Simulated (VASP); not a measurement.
Write the native input for VASP 6.6.1 that does the following.

```yaml
Task: relaxation of the atoms
Functional: PBE
Potentials_or_basis: VASP PAW PBE potentials, release 64 (Al, N)
Cutoff: 520 eV
k_mesh: 12 × 12 × 6
Occupations: gaussian, width 0.02 eV
Spin: no spin polarisation
Dipole_correction: no
Further_INCAR_settings: ALGO = Normal; EDIFF = 1e-06; IBRION = 2; EDIFFG = -0.008; NSW = 60
```

The structure of AlN lies in POSCAR:

```
AlN
1.0
    3.1302084198      0.0000000000      0.0000000000
   -1.5651042099      2.7108400106      0.0000000000
    0.1505412997      0.0000000000      5.0180433220
Al N
2 2
Direct
    0.6658597176      0.3333480378      0.4992512095
    0.3325116798      0.6666519622      0.9992512095
    0.6674512436      0.3332738846      0.8807487905
    0.3341773590      0.6667261154      0.3807487905
```

This cell differs from its parent crystal: shear of c along a, cell held: +3.0 %.

One way to write it, as run:

INCAR

```
SYSTEM = AlN
PREC     = Accurate       ! precision mode
ENCUT    = 520            ! plane-wave cutoff, eV
EDIFF    = 1E-6           ! SCF threshold, eV
ISMEAR   = 0              ! smearing method
SIGMA    = 0.02           ! smearing width, eV
LREAL    = .False.        ! projectors in reciprocal space
LASPH    = .True.         ! aspherical terms in the spheres
NELM     = 80             ! most SCF steps
ALGO     = Normal         ! electronic algorithm
ISIF     = 2              ! what is computed and relaxed
LWAVE    = .False.        ! write WAVECAR
LCHARG   = .False.        ! write CHGCAR
GGA      = PE             ! functional
IBRION   = 2              ! ionic algorithm
NSW      = 60             ! ionic steps
EDIFFG   = -0.008         ! ionic threshold
```

KPOINTS

```
Automatic mesh
0
Gamma
  12 12 6
  0 0 0
```

Potentials or basis: VASP PAW PBE potentials, release 64 (Al, N).

The run is started by

```sh
$ cat potpaw_PBE.64/Al/POTCAR potpaw_PBE.64/N/POTCAR > POTCAR
$ mpirun -np 1 vasp_std > vasp.out
```

Results of the run:

| Quantity | Value |
| --- | --- |
| Energy gained by relaxing | 0.1 meV/atom |
| Ionic steps | 3 |
| Pressure after relaxing | -0.3 GPa |
| Band gap on the k mesh | 4.00 eV |

Caveat: the cell differs from its parent crystal (shear of c along a, cell held: +3.0 %).

Wall time 76 s on 1 thread of Intel(R) Xeon(R) Platinum 8488C (Sapphire Rapids), with other jobs on the host, peak memory 0.24 GiB.
